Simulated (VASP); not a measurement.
# CdTe (zincblende type) (F-43m) in VASP: notebook

CdTe (zincblende type) is run at these levels: PBE; tasks: single point.

All numbers are computed with VASP 6.6.1; they aren't measurements. Logs are shortened: lines on timing, memory, paths and dates and some standing lists are left out, and cuts for length are marked.

## (1) The cell of the first run

Symmetry: F-43m, No. 216, cubic system. Conventional cell: a = 6.142 Å, b = 6.142 Å, c = 6.142 Å, α = 90.00°, β = 90.00°, γ = 90.00°. Within 3.5 Å of Cd (site symmetry -43m) lie 4 Te at 2.66 Å. Te (site symmetry -43m) has 4 Cd at 2.66 Å within 3.5 Å.

## (2) Single point, PBE (volume scaled by 0.8)

Input file INCAR:

```
  PREC = Accurate
  ENCUT = 520
  EDIFF = 1E-6
  ISMEAR = -1
  SIGMA = 0.08
  LREAL = F
  LASPH = T
  NELM = 100
  ALGO = Normal
  ISIF = 2
  LWAVE = F
  LCHARG = F
  GGA = PE
  NBANDS = 16
```

Input file KPOINTS:

```
Automatic mesh
0
Gamma
  11 11 11
```

Input file POSCAR:

```
CdTe
1.0
    0.0000000000      3.0708203598      3.0708203598
    3.0708203598      0.0000000000      3.0708203598
    3.0708203598      3.0708203598      0.0000000000
Cd Te
1 1
Direct
    0.0000000000      0.0000000000      0.0000000000
    0.2500000000      0.2500000000      0.2500000000
```

Potentials or basis: VASP PAW PBE potentials, release 64 (Cd, Te).

Command:

```bash
> cat potpaw_PBE.64/Cd/POTCAR potpaw_PBE.64/Te/POTCAR > POTCAR
> mpirun -np 1 vasp_std > vasp.out
```

OUTCAR:

```text
PREC = Accurate
   ENCUT = 520
   EDIFF = 1E-6
   ISMEAR = -1
   LREAL = F
   LASPH = T
   NELM = 100
   ISIF = 2
   GGA = PE

 ion  position               nearest neighbor table
   1  0.000  0.000  0.000-   2 2.66   2 2.66   2 2.66   2 2.66
   2  0.250  0.250  0.250-   1 2.66   1 2.66   1 2.66   1 2.66

  LATTYP: Found a face centered cubic cell.
 ALAT       =     6.1416407196

  Lattice vectors:

 A1 = (   0.0000000000,   3.0708203598,   3.0708203598)
 A2 = (   3.0708203598,   0.0000000000,   3.0708203598)
 A3 = (   3.0708203598,   3.0708203598,   0.0000000000)

Analysis of symmetry for initial positions (statically):
=====================================================================
 Subroutine PRICEL returns:
 Original cell was already a primitive cell.

 Routine SETGRP: Setting up the symmetry group for a
 face centered cubic supercell.

 Subroutine GETGRP returns: Found 24 space group operations
 (whereof 24 operations were pure point group operations)
 out of a pool of 48 trial point group operations.

The static configuration has the point symmetry T_d .

Analysis of symmetry for dynamics (positions and initial velocities):
=====================================================================
 Subroutine PRICEL returns:
 Original cell was already a primitive cell.

 Routine SETGRP: Setting up the symmetry group for a
 face centered cubic supercell.

 Subroutine GETGRP returns: Found 24 space group operations
 (whereof 24 operations were pure point group operations)
 out of a pool of 48 trial point group operations.

The dynamic configuration has the point symmetry T_d .

 Subroutine INISYM returns: Found 24 space group operations
 (whereof 24 operations are pure point group operations),
 and found     1 'primitive' translations

----------------------------------------------------------------------------------------

                                     Primitive cell

  volume of cell :      57.9153

  direct lattice vectors                    reciprocal lattice vectors
     0.000000000  3.070820360  3.070820360    -0.162822940  0.162822940  0.162822940
     3.070820360  0.000000000  3.070820360     0.162822940 -0.162822940  0.162822940
     3.070820360  3.070820360  0.000000000     0.162822940  0.162822940 -0.162822940

  length of vectors
     4.342795800  4.342795800  4.342795800     0.282017605  0.282017605  0.282017605

  position of ions in fractional coordinates (direct lattice)
     0.000000000  0.000000000  0.000000000
     0.250000000  0.250000000  0.250000000

  ion indices of the primitive-cell ions
   primitive index   ion index
                 1           1
                 2           2

----------------------------------------------------------------------------------------

 KPOINTS: Automatic mesh

Automatic generation of k-mesh.
 Grid dimensions read from file:
 generate k-points for:   11   11   11

 Generating k-lattice:

  Cartesian coordinates                     Fractional coordinates (reciprocal lattice)
    -0.014802085  0.014802085  0.014802085     0.090909091  0.000000000  0.000000000
     0.014802085 -0.014802085  0.014802085     0.000000000  0.090909091  0.000000000
     0.014802085  0.014802085 -0.014802085     0.000000000  0.000000000  0.090909091

  Length of vectors
     0.025637964  0.025637964  0.025637964

  Shift w.r.t. Gamma in fractional coordinates (k-lattice)
     0.000000000  0.000000000  0.000000000

 Subroutine IBZKPT returns following result:
 ===========================================

 Found     56 irreducible k-points:

 Following reciprocal coordinates:
            Coordinates               Weight
  0.000000  0.000000  0.000000      1.000000
  0.090909  0.000000  0.000000      8.000000
  0.181818  0.000000  0.000000      8.000000
  0.272727  0.000000  0.000000      8.000000
  0.363636  0.000000  0.000000      8.000000
  0.454545  0.000000  0.000000      8.000000
[... 16 lines left out ...]
 -0.272727  0.181818  0.000000     24.000000
 -0.181818  0.181818  0.000000     12.000000
 [... further k-points ...]
   k-points           NKPTS =     56   k-points in BZ     NKDIM =     56   number of bands    NBANDS=     16
   number of dos      NEDOS =    301   number of ions     NIONS =      2
   total plane-waves  NPLWV =  32768
   dimension x,y,z NGX =    32 NGY =   32 NGZ =   32
   dimension x,y,z NGXF=    64 NGYF=   64 NGZF=   64
   ions per type =               1   1
   NGX,Y,Z   is equivalent  to a cutoff of  12.25, 12.25, 12.25 a.u.
   NGXF,Y,Z  is equivalent  to a cutoff of  24.50, 24.50, 24.50 a.u.
 SYSTEM =  unknown system
   PREC   = accura    normal or accurate (medium, high low for compatibility)
   ISTART =      0    job   : 0-new  1-cont  2-samecut
   ICHARG =      2    charge: 1-file 2-atom 10-const
   ISPIN  =      1    spin polarized calculation?
   LNONCOLLINEAR =      F non collinear calculations
   LSORBIT =      F    spin-orbit coupling
   LASPH  =      T    aspherical Exc in radial PAW
   ENCUT  =  520.0 eV  38.22 Ry    6.18 a.u.   8.07  8.07  8.07*2*pi/ulx,y,z
   NELM   =    100;   NELMIN=  2; NELMDL= -5     # of ELM steps
   EDIFF  = 0.1E-05   stopping-criterion for ELM
   LREAL  =      F    real-space projection
   EDIFFG = 0.1E-04   stopping-criterion for IOM
   NSW    =      0    number of steps for IOM
   IBRION =     -1    ionic relax: 0-MD 1-quasi-New 2-CG
   NFREE  =      0    steps in history (QN), initial steepest desc. (CG)
   ISIF   =      2    stress and relaxation
   ISYM   =      2    0-nonsym 1-usesym 2-fastsym
   POTIM  = 0.5000    time-step for ionic-motion
   TEBEG  =    0.0;   TEEND  =   0.0 temperature during run
   PSTRESS=    0.0 pullay stress
   NELECT =      18.0000    total number of electrons
   NUPDOWN=      -1.0000    fix difference up-down
   EMIN   =  10.00;   EMAX   =-10.00  energy-range for DOS
   EFERMI =   0.00;   METHOD = LEGACY
   ISMEAR =    -1;   SIGMA  =   0.08  broadening in eV -4-tet -1-fermi 0-gaus
   EFERMI_NEDOS =   21; number of points for ismear=-14 and -15
   IALGO  =     38    algorithm
   IMIX   =      4    mixing-type and parameters
     AMIX     =   0.40;   BMIX     =  1.00
     AMIX_MAG =   1.60;   BMIX_MAG =  1.00
  volume/ion in A,a.u.               =      28.96       195.42
  Fermi-wavevector in a.u.,A,eV,Ry     =   1.108923  2.095560 16.731213  1.229709
  Thomas-Fermi vector in A             =   2.245456
   LORBIT       =      0    0 simple, 1 ext, 2 COOP (PROOUT), +10 PAW based schemes
   GGA     = PE    functional components
[... 5 lines left out ...]
 non-spin polarized calculation
  energy-cutoff  :      520.00
  volume of cell :       57.92
 maximum number of plane-waves:      1584
   NGX = 17   NGY = 17   NGZ = 17

 number of electron      18.0000008 magnetization

 Free energy of the ion-electron system (eV)
  ---------------------------------------------------
  ext. energy  EPLUGINS =         0.00000000
  ---------------------------------------------------
  free energy    TOTEN  =        -4.30488289 eV

  energy without entropy =       -4.30488035  energy(sigma->0) =       -4.30488162

 E-fermi :   4.7154     XC(G=0):  -9.3230

 val. band max:        3.9830322369   @ k =   0.0000   0.0000   0.0000
 cond. band min:       5.2614887568   @ k =   0.0000   0.0000   0.0000
 fundamental gap:      1.2784565200
 Fermi energy:         4.7154304626

 k-point     1 :       0.0000    0.0000    0.0000
  band No.  band energies     occupation
      1      -8.2647      2.00000
      2      -5.0158      2.00000
      3      -5.0158      2.00000
      4      -5.0158      2.00000
      5      -4.6156      2.00000
      6      -4.6156      2.00000
[... 8 lines left out ...]
     15      13.6092      0.00000
     16      13.6092      0.00000

 k-point     2 :       0.0909    0.0000    0.0000
  band No.  band energies     occupation
      1      -8.2202      2.00000
      2      -5.0065      2.00000
      3      -5.0065      2.00000
      4      -4.9898      2.00000
      5      -4.6168      2.00000
      6      -4.6168      2.00000
[... 8 lines left out ...]
     15      12.9204      0.00000
     16      12.9204      0.00000

 k-point     3 :       0.1818    0.0000    0.0000
  band No.  band energies     occupation
      1      -8.0996      2.00000
      2      -4.9823      2.00000
      3      -4.9823      2.00000
      4      -4.8999      2.00000
      5      -4.6184      2.00000
      6      -4.6184      2.00000
[... 8 lines left out ...]
     15      12.4530      0.00000
     16      12.4977      0.00000

 k-point     4 :       0.2727    0.0000    0.0000
  band No.  band energies     occupation
      1      -7.9405      2.00000
      2      -4.9538      2.00000
      3      -4.9538      2.00000
      4      -4.7190      2.00000
      5      -4.6166      2.00000
      6      -4.6166      2.00000
[... 8 lines left out ...]
     15      12.5830      0.00000
     16      12.5830      0.00000

 k-point     5 :       0.3636    0.0000    0.0000
  band No.  band energies     occupation
      1      -7.7955      2.00000
      2      -4.9316      2.00000
      3      -4.9316      2.00000
      4      -4.6099      2.00000
      5      -4.6099      2.00000
      6      -4.4389      2.00000
[... 8 lines left out ...]
     15      13.3255      0.00000
     16      13.3255      0.00000

 k-point     6 :       0.4545    0.0000    0.0000
  band No.  band energies     occupation
      1      -7.7112      2.00000
      2      -4.9206      2.00000
      3      -4.9206      2.00000
      4      -4.6032      2.00000
      5      -4.6031      2.00000
      6      -4.1624      2.00000
[... 8 lines left out ...]
     15      14.3646      0.00000
     16      14.3646      0.00000
[... 267 lines left out ...]
 k-point    21 :      -0.4545    0.1818    0.0000
  band No.  band energies     occupation
      1      -7.6373      2.00000
      2      -4.8953      2.00000
      3      -4.8719      2.00000
      4      -4.6424      2.00000
      5      -4.6031      2.00000
      6      -4.0172      2.00000
[... 8 lines left out ...]
     15      14.1953      0.00000
     16      14.3070      0.00000

 k-point    22 :      -0.3636    0.1818    0.0000
  band No.  band energies     occupation
      1      -7.6642      2.00000
      2      -4.8962      2.00000
      3      -4.8850      2.00000
      4      -4.6285      2.00000
      5      -4.6187      2.00000
      6      -4.1208      2.00000
[... 8 lines left out ...]
     15      13.2349      0.00000
     16      14.3690      0.00000

 k-point    23 :      -0.2727    0.1818    0.0000
  band No.  band energies     occupation
      1      -7.7567      2.00000
      2      -4.9106      2.00000
      3      -4.9046      2.00000
      4      -4.6367      2.00000
      5      -4.6314      2.00000
      6      -4.3906      2.00000
[... 8 lines left out ...]
     15      13.8441      0.00000
     16      15.1767      0.00000

 k-point    24 :      -0.1818    0.1818    0.0000
  band No.  band energies     occupation
      1      -7.8883      2.00000
      2      -4.9430      2.00000
      3      -4.9245      2.00000
      4      -4.7093      2.00000
      5      -4.6342      2.00000
      6      -4.5697      2.00000
[... 8 lines left out ...]
     15      13.6071      0.00000
     16      14.3572      0.00000

 [... further k-points ...]
[... 5 lines left out ...]
  --------------------------------------------------------------------------------------
  -------------------------------------------------------------------------------------
  Total        4.9555197      4.9555197      4.9555197     -0.0000000      0.0000000      0.0000000
  in kB      137.0902471    137.0902471    137.0902471     -0.0000000      0.0000000      0.0000000
  external PRESSURE =     137.0902471 kB  Pullay stress =       0.0000000 kB

 VOLUME and BASIS-vectors are now :
 -----------------------------------------------------------------------------
  energy-cutoff  :      520.00
  volume of cell :       57.92
      direct lattice vectors                 reciprocal lattice vectors
     0.000000000  3.070820360  3.070820360    -0.162822940  0.162822940  0.162822940
     3.070820360  0.000000000  3.070820360     0.162822940 -0.162822940  0.162822940
     3.070820360  3.070820360  0.000000000     0.162822940  0.162822940 -0.162822940

 POSITION                                       TOTAL-FORCE (eV/Angst)
 -----------------------------------------------------------------------------------
      0.00000      0.00000      0.00000         0.000000      0.000000      0.000000
      1.53541      1.53541      1.53541        -0.000000     -0.000000     -0.000000
 -----------------------------------------------------------------------------------
    total drift:                               -0.000000     -0.000000     -0.000000

  FREE ENERGIE OF THE ION-ELECTRON SYSTEM (eV)
  ---------------------------------------------------
  free  energy   TOTEN  =        -4.3048828887 eV

  energy  without entropy=       -4.3048803529  energy(sigma->0) =       -4.30488162
```

Run time: 37 s. Hardware: 1 thread of Intel Xeon Platinum 8488C (Sapphire Rapids), shared host; peak memory 0.21 GiB.

What came out:

```
Free energy            : -4.3049 eV
Pressure               : 13.7 GPa
Band gap on the k mesh : 1.28 eV, direct
```

Levels at points of the mesh, in eV from the valence-band top:
| k point | band 6 | band 7 | band 8 | band 9 | band 10 | band 11 | band 12 | band 13 |
| --- | --- | --- | --- | --- | --- | --- | --- | --- |
| (0.00, 0.00, 0.00) | -8.60 | 0.00 | 0.00 | 0.00 | 1.28 | 4.44 | 4.44 | 4.44 |

Caveat: spin-orbit coupling is left out, which moves the levels of the heavy elements.

## (3) Single point, PBE (volume scaled by 0.8)

Input file INCAR:

```
SYSTEM = CdTe
ALGO = Normal ; EDIFF = 1E-6
ENCUT = 520 ; GGA = PE
ISIF = 2 ; ISMEAR = -1
LASPH = .TRUE. ; LCHARG = .FALSE.
LREAL = .FALSE. ; LWAVE = .FALSE.
NBANDS = 16 ; NELM = 80
PREC = Accurate ; SIGMA = 0.08
```

Input file KPOINTS:

```
k-points
0
G
  11 11 11
  0 0 0
```

POSCAR is that of step 2.

Potentials or basis: VASP PAW PBE potentials, release 64 (Cd, Te).

Command:

```bash
> cat potpaw_PBE.64/Cd/POTCAR potpaw_PBE.64/Te/POTCAR > POTCAR
> mpirun -np 1 vasp_std > vasp.out
```

Run time: 28 s. Hardware: 1 thread of Intel Xeon Platinum 8488C (Sapphire Rapids), shared host; peak memory 0.2 GiB.

It converged, with:

```
Free energy            : -4.3049 eV
Pressure               : 13.7 GPa
Band gap on the k mesh : 1.28 eV, direct
```

Levels at points of the mesh, in eV from the valence-band top:
| k point | band 6 | band 7 | band 8 | band 9 | band 10 | band 11 | band 12 | band 13 |
| --- | --- | --- | --- | --- | --- | --- | --- | --- |
| (0.00, 0.00, 0.00) | -8.60 | 0.00 | 0.00 | 0.00 | 1.28 | 4.44 | 4.44 | 4.44 |

Caveat: spin-orbit coupling is left out, which moves the levels of the heavy elements.

(Continued in part 2 of 2.)
